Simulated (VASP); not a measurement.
# BN (R3m) in VASP: notebook, part 2 of 2

VASP 6.6.1. The steps go on from the part before.

**5. Single point, PBEsol**

Contents of INCAR:

```
SYSTEM = BN
PREC = Accurate
ENCUT = 520
EDIFF = 1E-7
ISMEAR = 0
SIGMA = 0.05
LREAL = .FALSE.
LASPH = .TRUE.
NELM = 80
ALGO = Normal
ISIF = 2
LWAVE = .FALSE.
LCHARG = .FALSE.
GGA = PS
NBANDS = 11
```

Contents of KPOINTS:

```
Automatic mesh
0
G
  12 12 12
  0 0 0
```

Contents of POSCAR:

```
BN
1.0
    0.0000000000      1.8130010000      1.8130010000
    1.8130010000      0.0000000000      1.8130010000
    1.8130010000      1.8130010000      0.0000000000
B N
1 1
Direct
    0.0000000000      0.0000000000      0.0000000000
    0.7380581229      0.7539806257      0.7539806257
```

Potentials or basis: VASP PAW PBE potentials, release 64 (B, N).

Started as:

```sh
cat potpaw_PBE.64/B/POTCAR potpaw_PBE.64/N/POTCAR > POTCAR
mpirun -np 1 vasp_std > vasp.out
```

OUTCAR:

```text
SYSTEM = BN
   PREC = Accurate
   ENCUT = 520
   EDIFF = 1E-7
   ISMEAR = 0
   LREAL = .FALSE.
   LASPH = .TRUE.
   NELM = 80
   ISIF = 2
   GGA = PS

 ion  position               nearest neighbor table
   1  0.000  0.000  0.000-   2 1.55   2 1.58   2 1.58   2 1.58
   2  0.738  0.754  0.754-   1 1.55   1 1.58   1 1.58   1 1.58

  LATTYP: Found a face centered cubic cell.
 ALAT       =     3.6260020000

  Lattice vectors:

 A1 = (   0.0000000000,   1.8130010000,   1.8130010000)
 A2 = (   1.8130010000,   0.0000000000,   1.8130010000)
 A3 = (   1.8130010000,   1.8130010000,   0.0000000000)

Analysis of symmetry for initial positions (statically):
=====================================================================
 Subroutine PRICEL returns:
 Original cell was already a primitive cell.

 Routine SETGRP: Setting up the symmetry group for a
 face centered cubic supercell.

 Subroutine GETGRP returns: Found  6 space group operations
 (whereof  6 operations were pure point group operations)
 out of a pool of 48 trial point group operations.

The static configuration has the point symmetry C_3v.

Analysis of symmetry for dynamics (positions and initial velocities):
=====================================================================
 Subroutine PRICEL returns:
 Original cell was already a primitive cell.

 Routine SETGRP: Setting up the symmetry group for a
 face centered cubic supercell.

 Subroutine GETGRP returns: Found  6 space group operations
 (whereof  6 operations were pure point group operations)
 out of a pool of 48 trial point group operations.

The dynamic configuration has the point symmetry C_3v.

 Subroutine INISYM returns: Found  6 space group operations
 (whereof  6 operations are pure point group operations),
 and found     1 'primitive' translations

----------------------------------------------------------------------------------------

                                     Primitive cell

  volume of cell :      11.9186

  direct lattice vectors                    reciprocal lattice vectors
[... 112 lines left out ...]
   GGA     = PS    functional components
   LHFCALC =     F    Hartree Fock is set to
   AEXX    =    0.0000 exact exchange contribution
   IVDW    =     0    specifies the selected vdW correction
   LEPSILON=     F    determine dielectric tensor
   LRPA    =     F    only Hartree local field effects (RPA)
 non-spin polarized calculation
 Gauss-broadening in eV      SIGMA  =   0.05
  energy-cutoff  :      520.00
  volume of cell :       11.92
 maximum number of plane-waves:       332
   NGX =  9   NGY =  9   NGZ =  9

 number of electron       8.0000000 magnetization

 Free energy of the ion-electron system (eV)
  ---------------------------------------------------
  ext. energy  EPLUGINS =         0.00000000
  ---------------------------------------------------
  free energy    TOTEN  =       -18.33625542 eV

  energy without entropy =      -18.33625542  energy(sigma->0) =      -18.33625542

 E-fermi :   7.6180     XC(G=0): -12.9717

 val. band max:        7.3789423028   @ k =   0.0000   0.0000   0.0000
 cond. band min:      11.5129710848   @ k =   0.5000   0.5000   0.0000
 fundamental gap:      4.1340287820
 Fermi energy:         7.6180478542

 k-point     1 :       0.0000    0.0000    0.0000
  band No.  band energies     occupation
      1     -12.8990      2.00000
      2       6.9866      2.00000
      3       7.3789      2.00000
      4       7.3789      2.00000
      5      15.8652      0.00000
      6      15.8652      0.00000
      7      16.1875      0.00000
      8      17.3765      0.00000
      9      31.5850      0.00000
     10      34.8276      0.00000
     11      34.8276      0.00000
[... 309 lines left out ...]
 k-point    24 :       0.4167    0.0833    0.0000
  band No.  band energies     occupation
      1      -9.4901      2.00000
      2      -1.9500      2.00000
      3       5.0681      2.00000
      4       5.2113      2.00000
      5      16.9056      0.00000
      6      18.0097      0.00000
      7      18.6191      0.00000
      8      22.0089      0.00000
      9      28.7419      0.00000
     10      32.3391      0.00000
     11      33.6889      0.00000

 [... further k-points ...]
[... 5 lines left out ...]
  --------------------------------------------------------------------------------------
  -------------------------------------------------------------------------------------
  Total       -0.4136730     -0.4136730     -0.4136730     -0.0360043      0.0360043     -0.0360043
  in kB      -55.6088078    -55.6088078    -55.6088078     -4.8399455      4.8399455     -4.8399455
  external PRESSURE =     -55.6088078 kB  Pullay stress =       0.0000000 kB

 VOLUME and BASIS-vectors are now :
 -----------------------------------------------------------------------------
  energy-cutoff  :      520.00
  volume of cell :       11.92
      direct lattice vectors                 reciprocal lattice vectors
     0.000000000  1.813001000  1.813001000    -0.275785838  0.275785838  0.275785838
     1.813001000  0.000000000  1.813001000     0.275785838 -0.275785838  0.275785838
     1.813001000  1.813001000  0.000000000     0.275785838  0.275785838 -0.275785838

 POSITION                                       TOTAL-FORCE (eV/Angst)
 -----------------------------------------------------------------------------------
      0.00000      0.00000      0.00000         0.362344     -0.362344     -0.362344
      2.73394      2.70507      2.70507        -0.362344      0.362344      0.362344
 -----------------------------------------------------------------------------------
    total drift:                                0.000027     -0.000028     -0.000028

  FREE ENERGIE OF THE ION-ELECTRON SYSTEM (eV)
  ---------------------------------------------------
  free  energy   TOTEN  =       -18.3362554225 eV

  energy  without entropy=      -18.3362554225  energy(sigma->0) =      -18.33625542
```

OSZICAR:

```text
N       E                     dE             d eps       ncg     rms          rms(c)
DAV:   1     0.943989092963E+01    0.94399E+01   -0.48806E+03  4295   0.717E+02
DAV:   2    -0.187469014086E+02   -0.28187E+02   -0.27370E+02  4960   0.164E+02
DAV:   3    -0.192683414714E+02   -0.52144E+00   -0.52068E+00  4895   0.190E+01
DAV:   4    -0.192689523715E+02   -0.61090E-03   -0.61089E-03  4455   0.718E-01
DAV:   5    -0.192689529171E+02   -0.54557E-06   -0.54558E-06  4791   0.213E-02    0.651E+00
DAV:   6    -0.184371118878E+02    0.83184E+00   -0.26900E+00  4383   0.933E+00    0.323E+00
DAV:   7    -0.183565023845E+02    0.80610E-01   -0.95183E-02  4698   0.249E+00    0.186E+00
DAV:   8    -0.183362430768E+02    0.20259E-01   -0.32062E-02  4713   0.123E+00    0.174E-01
DAV:   9    -0.183362333054E+02    0.97714E-05   -0.87159E-04  4431   0.245E-01    0.782E-02
DAV:  10    -0.183362535149E+02   -0.20210E-04   -0.63674E-05  4655   0.700E-02    0.130E-02
DAV:  11    -0.183362553897E+02   -0.18748E-05   -0.42652E-06  4601   0.158E-02    0.838E-03
DAV:  12    -0.183362554314E+02   -0.41696E-07   -0.10190E-06  4653   0.670E-03    0.359E-04
DAV:  13    -0.183362554225E+02    0.89142E-08   -0.12436E-08  2148   0.112E-03
   1 F= -.18336255E+02 E0= -.18336255E+02  d E =-.382081E-14
```

stdout:

```text
POSCAR found type information on POSCAR B N
 POSCAR found :  2 types and       2 ions
 scaLAPACK will be used
 -----------------------------------------------------------------------------
|                                                                             |
|                                                                             |
|     You enforced a specific xc type in the INCAR file but a different       |
|     I HOPE YOU KNOW WHAT YOU ARE DOING!                                     |
|                                                                             |
 -----------------------------------------------------------------------------

 LDA part: xc-table for (Slater+PW92), standard interpolation
 POSCAR, INCAR and KPOINTS ok, starting setup
 FFT: planning ... GRIDC
 FFT: planning ... GRID_SOFT
 FFT: planning ... GRID
 WAVECAR not read
 entering main loop
```

Wall time 19 s (1 thread of Intel Xeon Platinum 8259CL at 2.50GHz (Skylake/Cascade Lake), shared host); peak memory 0.13 GiB.

Results:

```yaml
Free_energy: -18.3363 eV
Pressure: -5.6 GPa
Largest_force: 0.628 eV/Å
Band_gap_on_the_k_mesh: 4.13 eV, indirect (least direct gap 8.49 eV)
```

Forces on the atoms (eV/Å):
```
B    0.362 -0.362 -0.362
N   -0.362  0.362  0.362
```

Stress tensor (GPa, compression positive):
```
-5.56 -0.48 -0.48
-0.48 -5.56  0.48
-0.48  0.48 -5.56
```

Levels at points of the mesh, in eV from the valence-band top:
| k point | band 1 | band 2 | band 3 | band 4 | band 5 | band 6 | band 7 | band 8 |
| --- | --- | --- | --- | --- | --- | --- | --- | --- |
| (0.00, 0.00, 0.00) | -20.28 | -0.39 | 0.00 | 0.00 | 8.49 | 8.49 | 8.81 | 10.00 |
| (0.50, 0.00, 0.00) | -16.06 | -10.89 | -2.01 | -2.01 | 9.85 | 10.53 | 10.53 | 14.99 |
| (0.00, 0.50, 0.00) | -16.05 | -10.80 | -2.25 | -1.90 | 9.80 | 10.09 | 10.79 | 14.81 |
| (0.50, 0.50, 0.00) | -14.69 | -9.04 | -5.08 | -4.96 | 4.13 | 8.90 | 17.49 | 17.75 |

Caveat: the cell differs from its parent crystal (all N atoms moved +0.025 Å, as atom 2 towards its neighbour atom 1 (B) at 1.570 Å); the PAW data sets were made with another functional, which shifts forces and pressure a little. A k mesh can miss the band edges.
